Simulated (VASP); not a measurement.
# Au (P6_3/mmc) in VASP: a series of runs

Runs on Au. Level: PBE. Tasks: relaxation of cell and atoms.

Program: VASP 6.6.1. These are calculated values, not measurements. Logs are shortened: lines on timing, memory, paths and dates and some standing lists are left out, and cuts for length are marked.

### 1 The cell of the first run

It takes space group P6_3/mmc (No. 194, hexagonal). The conventional cell has a = 2.507 Å, b = 2.507 Å, c = 4.061 Å, α = 90.00°, β = 90.00°, γ = 120.00°. Within 3.3 Å of Au (site symmetry -6m2) lie 12 Au at 2.49 to 2.51 Å.

### 2 Relaxation of cell and atoms, PBE, target pressure 270 GPa, at which the enthalpy is minimised

INCAR reads:

```
  ALGO = Normal
  EDIFF = 1E-6
  EDIFFG = -0.005
  ENCUT = 600
  GGA = PE
  IBRION = 2
  ISIF = 3
  ISMEAR = -1
  LASPH = True
  LCHARG = False
  LREAL = False
  LWAVE = False
  NELM = 60
  NSW = 60
  PREC = Accurate
  PSTRESS = 2700.0
  SIGMA = 0.1
```

KPOINTS reads:

```
k-points
0
Gamma
  18 18 10
```

POSCAR reads:

```
Au
1.0
    2.5069034370      0.0000000000      0.0000000000
   -1.2534517185      2.1710420613      0.0000000000
    0.0000000000      0.0000000000      4.0611835680
Au
2
Direct
    0.3333333333      0.6666666667      0.2500000000
    0.6666666667      0.3333333333      0.7500000000
```

Potentials or basis: VASP PAW PBE potentials, release 64 (Au).

Run with:

```console
$ cat potpaw_PBE.64/Au/POTCAR > POTCAR
$ mpirun -np 1 vasp_std > vasp.out
```

OUTCAR:

```text
EDIFF = 1E-6
   EDIFFG = -0.005
   ENCUT = 600
   GGA = PE
   IBRION = 2
   ISIF = 3
   ISMEAR = -1
   LASPH = True
   LREAL = False
   NELM = 60
   NSW = 60
   PREC = Accurate
   PSTRESS = 2700.0

 ion  position               nearest neighbor table
   1  0.333  0.667  0.250-   2 2.49   2 2.49   2 2.49   2 2.49   2 2.49   2 2.49   2 3.54   2 3.54
                             2 3.54   2 3.54   2 3.54   2 3.54
   2  0.667  0.333  0.750-   1 2.49   1 2.49   1 2.49   1 2.49   1 2.49   1 2.49   1 3.54   1 3.54
                             1 3.54   1 3.54   1 3.54   1 3.54

  LATTYP: Found a hexagonal cell.
 ALAT       =     2.5069034370
 C/A-ratio  =     1.6200000000

  Lattice vectors:

 A1 = (   2.5069034370,   0.0000000000,   0.0000000000)
 A2 = (  -1.2534517185,   2.1710420613,   0.0000000000)
 A3 = (   0.0000000000,   0.0000000000,   4.0611835680)

Analysis of symmetry for initial positions (statically):
[... 35 lines left out ...]
                                     Primitive cell

  volume of cell :      22.1034

  direct lattice vectors                    reciprocal lattice vectors
     2.506903437  0.000000000  0.000000000     0.398898492  0.230304152  0.000000000
    -1.253451719  2.171042061  0.000000000     0.000000000  0.460608303  0.000000000
     0.000000000  0.000000000  4.061183568     0.000000000  0.000000000  0.246233637

  length of vectors
     2.506903437  2.506903437  4.061183568     0.460608303  0.460608303  0.246233637

  position of ions in fractional coordinates (direct lattice)
     0.333333333  0.666666667  0.250000000
     0.666666667  0.333333333  0.750000000

  ion indices of the primitive-cell ions
   primitive index   ion index
                 1           1
                 2           2

----------------------------------------------------------------------------------------

 KPOINTS: k-points

Automatic generation of k-mesh.
 Grid dimensions read from file:
 generate k-points for:   18   18   10

 Generating k-lattice:

  Cartesian coordinates                     Fractional coordinates (reciprocal lattice)
     0.022161027  0.012794675  0.000000000     0.055555556  0.000000000  0.000000000
     0.000000000  0.025589350  0.000000000     0.000000000  0.055555556  0.000000000
     0.000000000  0.000000000  0.024623364     0.000000000  0.000000000  0.100000000

  Length of vectors
     0.025589350  0.025589350  0.024623364

  Shift w.r.t. Gamma in fractional coordinates (k-lattice)
     0.000000000  0.000000000  0.000000000

[... 61 lines left out ...]
   NELECT =      22.0000    total number of electrons
   NUPDOWN=      -1.0000    fix difference up-down
   EMIN   =  10.00;   EMAX   =-10.00  energy-range for DOS
   EFERMI =   0.00;   METHOD = LEGACY
   ISMEAR =    -1;   SIGMA  =   0.10  broadening in eV -4-tet -1-fermi 0-gaus
   EFERMI_NEDOS =   21; number of points for ismear=-14 and -15
   IALGO  =     38    algorithm
   IMIX   =      4    mixing-type and parameters
     AMIX     =   0.40;   BMIX     =  1.00
     AMIX_MAG =   1.60;   BMIX_MAG =  1.00
  volume/ion in A,a.u.               =      11.05        74.58
  Fermi-wavevector in a.u.,A,eV,Ry     =   1.634543  3.088838 36.351086  2.671729
  Thomas-Fermi vector in A             =   2.726164
   LORBIT       =      0    0 simple, 1 ext, 2 COOP (PROOUT), +10 PAW based schemes
   GGA     = PE    functional components
   LHFCALC =     F    Hartree Fock is set to
   AEXX    =    0.0000 exact exchange contribution
   IVDW    =     0    specifies the selected vdW correction
   LEPSILON=     F    determine dielectric tensor
   LRPA    =     F    only Hartree local field effects (RPA)
 conjugate gradient relaxation of ions
 non-spin polarized calculation
  energy-cutoff  :      600.00
  volume of cell :       22.10
 maximum number of plane-waves:       764
 NGX is ok and might be reduce to    20

--------------------------------------- Ionic step        1  -------------------------------------------

 number of electron      21.9999999 magnetization

 Free energy of the ion-electron system (eV)
  ---------------------------------------------------
  ext. energy  EPLUGINS =         0.00000000
  ---------------------------------------------------
  free energy    TOTEN  =         0.48273719 eV

  energy without entropy =        0.49791836  energy(sigma->0) =        0.49032777

------------------------ aborting loop because EDIFF is reached ----------------------------------------

  FORCE on cell =-STRESS in cart. coord.  units (eV):
  Direction    XX          YY          ZZ          XY          YZ          ZX
  --------------------------------------------------------------------------------------
  -------------------------------------------------------------------------------------
  Total       36.2238386     36.2238386     38.9834077      0.0000000      0.0000000      0.0000000
  in kB     2625.7089770   2625.7089771   2825.7381729      0.0000000      0.0000000      0.0000000
  external PRESSURE =      -7.6146243 kB  Pullay stress =    2700.0000000 kB
[... 139 lines left out ...]
--------------------------------------- Ionic step        5  -------------------------------------------

 number of electron      21.9999997 magnetization

 Free energy of the ion-electron system (eV)
  ---------------------------------------------------
  ext. energy  EPLUGINS =         0.00000000
  ---------------------------------------------------
  free energy    TOTEN  =         0.49214275 eV

  energy without entropy =        0.50562543  energy(sigma->0) =        0.49888409

 E-fermi :  19.1082     XC(G=0): -15.4539

 val. band max:       19.0456934588   @ k =   0.3889   0.1111   0.2000
 cond. band min:      19.1289202338   @ k =   0.3889   0.1111   0.4000
 fundamental gap:      0.0832267750
 Fermi energy:        19.1081529986

 k-point     1 :       0.0000    0.0000    0.0000
  band No.  band energies     occupation
      1       3.2883      2.00000
      2       6.0923      2.00000
      3      10.5680      2.00000
      4      10.9372      2.00000
      5      10.9372      2.00000
      6      11.6639      2.00000
      7      11.6639      2.00000
      8      12.9105      2.00000
      9      12.9105      2.00000
     10      15.3878      2.00000
     11      15.8918      2.00000
     12      15.8918      2.00000
     13      24.6182      0.00000
     14      31.7196      0.00000
[... 401 lines left out ...]
      2       7.4705      2.00000
      3       7.5086      2.00000
      4      10.6292      2.00000
      5      11.3248      2.00000
      6      11.3616      2.00000
      7      11.9856      2.00000
      8      15.7823      2.00000
      9      16.3295      2.00000
     10      16.4132      2.00000
     11      19.1812      0.65028
     12      23.3869      0.00000
     13      26.1130      0.00000
     14      28.3393      0.00000
     15      28.6816      0.00000

 [... further k-points ...]
[... 5 lines left out ...]
  --------------------------------------------------------------------------------------
  -------------------------------------------------------------------------------------
  Total       37.2117370     37.2117370     37.2142286     -0.0000000     -0.0000000      0.0000000
  in kB     2699.5376309   2699.5376310   2699.7183911     -0.0000000     -0.0000000      0.0000000
  external PRESSURE =      -0.4021157 kB  Pullay stress =    2700.0000000 kB
[... 21 lines left out ...]
  energy  without entropy=        0.5056254282  energy(sigma->0) =        0.49888409

  enthalpy is  TOTEN    =        37.7102532307 eV   P V=       37.2181104827

 reached required accuracy - stopping structural energy minimisation
```

OSZICAR:

```text
N       E                     dE             d eps       ncg     rms          rms(c)
DAV:   1     0.153436042124E+03    0.15344E+03   -0.13973E+04  6667   0.171E+03
DAV:   2     0.183271616379E+01   -0.15160E+03   -0.14766E+03  7066   0.351E+02
DAV:   3     0.571674733692E-03   -0.18321E+01   -0.18281E+01  8410   0.415E+01
[... 38 lines left out ...]
DAV:   3     0.492091878091E+00    0.71186E-02   -0.22467E-02  7682   0.165E+00    0.492E-01
DAV:   4     0.492137243636E+00    0.45366E-04   -0.13639E-03  7752   0.362E-01    0.422E-02
DAV:   5     0.492145813585E+00    0.85699E-05   -0.15981E-05  7969   0.422E-02    0.140E-02
DAV:   6     0.492142606972E+00   -0.32066E-05   -0.10784E-06  5871   0.107E-02    0.143E-03
DAV:   7     0.492142748013E+00    0.14104E-06   -0.83207E-08  3806   0.296E-03
   5 F= 0.37710253E+02 E0= 0.37716995E+02  d E =-.303802E-03
```

CONTCAR:

```text
Au
   1.00000000000000
     2.4874324285773097   -0.0000000000000000    0.0000000000000000
    -1.2437162142886549    2.1541796733876981   -0.0000000000000000
     0.0000000000000000    0.0000000000000000    4.1216197601246618
  Au
     2
Direct
     0.3333333332999970    0.6666666667000030    0.2500000000000000
     0.6666666667000030    0.3333333332999970    0.7500000000000000

  0.00000000E+00  0.00000000E+00  0.00000000E+00
  0.00000000E+00  0.00000000E+00  0.00000000E+00
```

It took 5.5 min on 1 thread of AMD EPYC 7R13, shared host; peak memory 0.18 GiB.

What came out:

```
Free energy                                            : 0.4921 eV
Relaxed volume                                         : 11.04 Å³/atom
Relaxed cell                                           : a = 2.487 Å, b = 2.487 Å, c = 4.122 Å, α = 90.00°, β = 90.00°, γ = 120.00°
Space group after relaxing (to 0.05 Å)                 : P6_3/mmc (No. 194)
Energy change on relaxing (the enthalpy is what falls) : +4.7 meV/atom
Ionic steps                                            : 5
Pressure after relaxing                                : 270.0 GPa
Band gap on the k mesh                                 : zero (band 11 reaches 25.02 eV, above the bottom of band 12 at 14.99 eV)
```

Step by step:
```tsv
step	energy change (eV)	largest force (eV/Å)	pressure (GPa)	volume (Å³)
1	0.0000	0.0000	269.24	22.10
2	0.4052	0.0000	282.81	21.90
3	0.0794	0.0000	272.40	22.04
4	-0.6486	0.0000	247.20	22.49
5	0.0094	0.0000	269.96	22.09
```

Final structure:
```xyz
2
Lattice="2.4874 0.0000 0.0000 -1.2437 2.1542 0.0000 0.0000 0.0000 4.1216" Properties=species:S:1:pos:R:3 pbc="T T T"
Au    0.0000    1.4361    1.0304
Au    1.2437    0.7181    3.0912
```

Caveat: the cell is relaxed towards a set pressure, so the enthalpy falls and the energy may rise; spin-orbit coupling is left out, which moves the levels of the heavy elements.

### 3 Relaxation of cell and atoms, PBE, target pressure 270 GPa, at which the enthalpy is minimised

This run uses another cell than the first one: it holds 4 atoms, not 2.

INCAR is that of step 2.

KPOINTS reads:

```
k-points
0
Gamma
  14 14 4
```

POSCAR reads:

```
Au
1.0
    2.5043296124      0.0000000000      0.0000000000
   -1.2521648062      2.1688130638      0.0000000000
    0.0000000000      0.0000000000      8.1390712402
Au
4
Direct
    0.0000000000      0.0000000000      0.0000000000
    0.0000000000      0.0000000000      0.5000000000
    0.3333333333      0.6666666667      0.2500000000
    0.6666666667      0.3333333333      0.7500000000
```

Potentials or basis: VASP PAW PBE potentials, release 64 (Au).

Run with:

```console
$ cat potpaw_PBE.64/Au/POTCAR > POTCAR
$ mpirun -np 1 vasp_std > vasp.out
```

OUTCAR:

```text
EDIFF = 1E-6
   EDIFFG = -0.005
   ENCUT = 600
   GGA = PE
   IBRION = 2
   ISIF = 3
   ISMEAR = -1
   LASPH = True
   LREAL = False
   NELM = 60
   NSW = 60
   PREC = Accurate
   PSTRESS = 2700.0

 ion  position               nearest neighbor table
   1  0.000  0.000  0.000-   3 2.50   4 2.50   4 2.50   3 2.50   4 2.50   3 2.50   3 3.54   4 3.54
                             3 3.54   4 3.54   3 3.54   4 3.54
   2  0.000  0.000  0.500-   3 2.50   4 2.50   4 2.50   3 2.50   4 2.50   3 2.50   3 3.54   4 3.54
                             3 3.54   4 3.54   3 3.54   4 3.54
   3  0.333  0.667  0.250-   1 2.50   2 2.50   1 2.50   2 2.50   1 2.50   2 2.50   1 3.54   2 3.54
                             1 3.54   2 3.54   1 3.54   2 3.54
   4  0.667  0.333  0.750-   1 2.50   2 2.50   1 2.50   2 2.50   1 2.50   2 2.50   1 3.54   2 3.54
                             1 3.54   2 3.54   1 3.54   2 3.54

  LATTYP: Found a hexagonal cell.
 ALAT       =     2.5043296124
 C/A-ratio  =     3.2500000000

  Lattice vectors:

 A1 = (   2.5043296124,   0.0000000000,   0.0000000000)
 A2 = (  -1.2521648062,   2.1688130638,   0.0000000000)
 A3 = (   0.0000000000,   0.0000000000,   8.1390712402)

Analysis of symmetry for initial positions (statically):
[... 35 lines left out ...]
                                     Primitive cell

  volume of cell :      44.2067
[... 150 lines left out ...]
  Total       73.1755356     73.1755356     76.5608602      0.0000000      0.0000000      0.0000000
  in kB     2652.0886276   2652.0886276   2774.7823769      0.0000000      0.0000000      0.0000000
  external PRESSURE =      -7.0134560 kB  Pullay stress =    2700.0000000 kB
[... 103 lines left out ...]
  energy  without entropy=        1.1479943532  energy(sigma->0) =        1.13206548

  enthalpy is  TOTEN    =        75.4169935808 eV   P V=       74.3008569643

[... ionic steps 4 to 8 ...]

--------------------------------------- Ionic step        9  -------------------------------------------

 number of electron      43.9999999 magnetization

------------------------ aborting loop because EDIFF is reached ----------------------------------------
[... 75 lines left out ...]
--------------------------------------- Ionic step       11  -------------------------------------------

 number of electron      43.9999999 magnetization

 Free energy of the ion-electron system (eV)
  ---------------------------------------------------
  ext. energy  EPLUGINS =         0.00000000
  ---------------------------------------------------
  free energy    TOTEN  =         0.97116514 eV

  energy without entropy =        1.00280220  energy(sigma->0) =        0.98698367

 E-fermi :  19.1278     XC(G=0): -15.4529

 val. band max:       19.1093051246   @ k =   0.5000  -0.0000   0.5000
 cond. band min:      19.1290991807   @ k =   0.1429  -0.0000   0.2500
 fundamental gap:      0.0197940560
 Fermi energy:        19.1278222647

 k-point     1 :       0.0000    0.0000    0.0000
  band No.  band energies     occupation
      1       3.2877      2.00000
      2       5.7042      2.00000
      3       5.7242      2.00000
      4       6.1094      2.00000
      5      10.3996      2.00000
      6      10.4325      2.00000
[... 685 lines left out ...]
     25      25.2348      0.00000
     26      25.8368      0.00000

 [... further k-points ...]
[... 5 lines left out ...]
  --------------------------------------------------------------------------------------
  -------------------------------------------------------------------------------------
  Total       74.4539974     74.4539974     74.4479761      0.0000000      0.0000000     -0.0000000
  in kB     2700.3226927   2700.3226928   2700.1043089      0.0000000      0.0000000     -0.0000000
  external PRESSURE =       0.2498981 kB  Pullay stress =    2700.0000000 kB
[... 23 lines left out ...]
  energy  without entropy=        1.0028022013  energy(sigma->0) =        0.98698367

  enthalpy is  TOTEN    =        75.4162651919 eV   P V=       74.4451000528

 reached required accuracy - stopping structural energy minimisation
```

OSZICAR:

```text
N       E                     dE             d eps       ncg     rms          rms(c)
DAV:   1     0.381536495804E+03    0.38154E+03   -0.26614E+04  3744   0.196E+03
DAV:   2     0.999547386472E+01   -0.37154E+03   -0.36166E+03  4148   0.436E+02
DAV:   3     0.249029264264E-01   -0.99706E+01   -0.98966E+01  4076   0.732E+01
DAV:   4    -0.399292344860E-01   -0.64832E-01   -0.64766E-01  4050   0.579E+00
[... 69 lines left out ...]
  10 F= 0.75416268E+02 E0= 0.75432077E+02  d E =0.248863E-05
       N       E                     dE             d eps       ncg     rms          rms(c)
DAV:   1     0.971162456562E+00    0.65974E-02   -0.11253E-04  3824   0.828E-02    0.241E-02
DAV:   2     0.971165052986E+00    0.25964E-05   -0.39717E-06  3350   0.171E-02    0.126E-02
DAV:   3     0.971165139057E+00    0.86071E-07   -0.18131E-06  1888   0.111E-02
  11 F= 0.75416265E+02 E0= 0.75432084E+02  d E =0.157575E-06
```

CONTCAR:

```text
Au
   1.00000000000000
     2.4904730405806337   -0.0000000000000000   -0.0000000000000000
    -1.2452365202903168    2.1568129206314630   -0.0000000000000000
    -0.0000000000000000    0.0000000000000000    8.2241043996859133
  Au
     4
Direct
     0.0000000000000000    0.0000000000000000    0.0000000000000000
     0.0000000000000000    0.0000000000000000    0.5000000000000000
     0.3333333332999970    0.6666666667000030    0.2500000000000000
     0.6666666667000030    0.3333333332999970    0.7500000000000000

  0.00000000E+00  0.00000000E+00  0.00000000E+00
  0.00000000E+00  0.00000000E+00  0.00000000E+00
  0.00000000E+00  0.00000000E+00  0.00000000E+00
  0.00000000E+00  0.00000000E+00  0.00000000E+00
```

Run time: 11 min. Hardware: 1 thread of AMD EPYC 7R13, shared host; peak memory 0.2 GiB.

What came out:

| Quantity | Value |
| --- | --- |
| Free energy | 0.9712 eV |
| Relaxed volume | 11.04 Å³/atom |
| Relaxed cell | a = 2.490 Å, b = 2.490 Å, c = 8.224 Å, α = 90.00°, β = 90.00°, γ = 120.00° |
| Space group after relaxing (to 0.05 Å) | P6_3/mmc (No. 194) |
| Energy change on relaxing (the enthalpy is what falls) | +8.5 meV/atom |
| Ionic steps | 11 |
| Pressure after relaxing | 270.0 GPa |
| Band gap on the k mesh | zero (band 22 reaches 22.82 eV, above the bottom of band 23 at 15.69 eV) |

Step by step:
| step | energy change (eV) | largest force (eV/Å) | pressure (GPa) | volume (Å³) |
| --- | --- | --- | --- | --- |
| 1 | 0.0000 | 0.0000 | 269.30 | 44.21 |
| 2 | 0.6015 | 0.0000 | 279.52 | 43.87 |
| 3 | 0.1788 | 0.0000 | 272.52 | 44.09 |
| 4 | -1.3144 | 0.0000 | 246.62 | 45.02 |
| 5 | 0.0295 | 0.0000 | 269.93 | 44.18 |
| 6 | 0.0325 | 0.0000 | 269.95 | 44.18 |
| 7 | 0.0354 | 0.0000 | 270.01 | 44.17 |
| 8 | 0.0393 | 0.0000 | 270.10 | 44.17 |
| 9 | 0.0376 | 0.0000 | 270.07 | 44.17 |
| 10 | 0.0272 | 0.0000 | 269.89 | 44.18 |
| 11 | 0.0338 | 0.0000 | 270.02 | 44.18 |

Final structure:
```xyz
4
Lattice="2.4905 0.0000 0.0000 -1.2452 2.1568 0.0000 0.0000 0.0000 8.2241" Properties=species:S:1:pos:R:3 pbc="T T T"
Au    0.0000    0.0000    0.0000
Au    0.0000    0.0000    4.1121
Au    0.0000    1.4379    2.0560
Au    1.2452    0.7189    6.1681
```

Levels at points of the mesh, in eV from the Fermi level:
```tsv
k point	band 19	band 20	band 21	band 22	band 23	band 24	band 25	band 26
(0.00, 0.00, 0.00)	-4.87	-4.11	-4.11	-3.70	-2.88	-2.88	5.64	11.14
(0.50, 0.00, 0.00)	-2.16	-2.11	-2.11	-1.62	1.62	2.04	6.39	6.42
(0.00, 0.00, 0.50)	-5.33	-5.33	-3.44	-3.44	-3.44	-3.44	8.84	8.84
(0.50, 0.00, 0.50)	-2.15	-2.15	-0.02	-0.02	1.32	1.32	6.39	6.39
```

Caveat: the cell is relaxed towards a set pressure, so the enthalpy falls and the energy may rise; spin-orbit coupling is left out, which moves the levels of the heavy elements.
